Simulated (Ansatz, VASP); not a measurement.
Given: the input of a run of VASP 6.6.1 on TiCo.

The input INCAR:

```
SYSTEM = TiCo
  PREC = Accurate
  ENCUT = 600
  EDIFF = 1E-6
  ISMEAR = -1
  SIGMA = 0.05
  LREAL = .FALSE.
  LASPH = .TRUE.
  NELM = 150
  ALGO = Normal
  ISIF = 3
  LWAVE = .FALSE.
  LCHARG = .FALSE.
  ISPIN = 2
  MAGMOM = 2 1
  LORBIT = 11
  LMAXMIX = 4
  GGA = PS
  IBRION = 2
  NSW = 80
  EDIFFG = -0.005
```

KPOINTS

```
regular mesh
0
G
  9 9 9
  0 0 0
```

The input POSCAR:

```
TiCo
1.0
    2.9861109900      0.0000000000      0.0000000000
    0.0000000000      2.9861109900      0.0000000000
    0.0000000000      0.0000000000      2.9861109900
Co Ti
1 1
Direct
    0.5000000000      0.5000000000      0.5000000000
    0.0000000000      0.0000000000      0.0000000000
```

Potentials or basis: VASP PAW PBE potentials, release 64 (Co, Ti_sv).

Launch:

```bash
$ cat potpaw_PBE.64/Co/POTCAR potpaw_PBE.64/Ti_sv/POTCAR > POTCAR
$ mpirun -np 1 vasp_std > vasp.out
```

Problem. Set up the same calculation for Ansatz 0.2.0. Potentials there: all-electron LAPW, scalar-relativistic.

Solution. As run (the cutoff follows the program's own potentials):

The input input.yaml:

```yaml
crystal:
  lattice:
    - [2.98611099, 0.0, 0.0]
    - [0.0, 2.98611099, 0.0]
    - [0.0, 0.0, 2.98611099]
  atoms:
    - { symbol: Co, position: [0.5, 0.5, 0.5], spin: 2.0 }
    - { symbol: Ti, position: [0.0, 0.0, 0.0], spin: 1.0 }
kpoints:
  mp_grid: { grid: [9, 9, 9] }
scf:
  occupations: { method: fermi_dirac, width: 0.05 }
hamiltonian:
  xc: pbesol
  pseudopotentials: { kind: all_electron, lapw: { basis_error: 0.001 } }
magnetization:
  spin_polarized: true
output:
  forces: true
  stress: true
relax:
  f_tol: 0.005
  max_steps: 60
  cell: {}
```

Potentials or basis: all-electron LAPW, scalar-relativistic.

Launch:

```console
$ ansatz run input.yaml --threads 2 --pin off --max-ram 6144MiB --backend cpu --events-out ev --progress --plain --runs-dir out
```

Both were run:

|  | VASP | Ansatz | Ansatz less VASP |
| --- | --- | --- | --- |
| net moment per atom (μB) | 0.29 | 0.31 | +0.028 |
| size of the moment on the site where the two differ most (μB) | 0.62 | 0.69 | +0.070 |
| relaxed volume (Å³/atom) | 12.65 | 12.68 | +0.026 |
| relaxed cell length with the largest relative difference (Å) | 2.936 | 2.938 | +0.0020 |

VASP's potentials were made for PBE, not for PBEsol. Site moments also hang on the region over which each program counts them. Ansatz ran all-electron here, and VASP with PAW potentials.
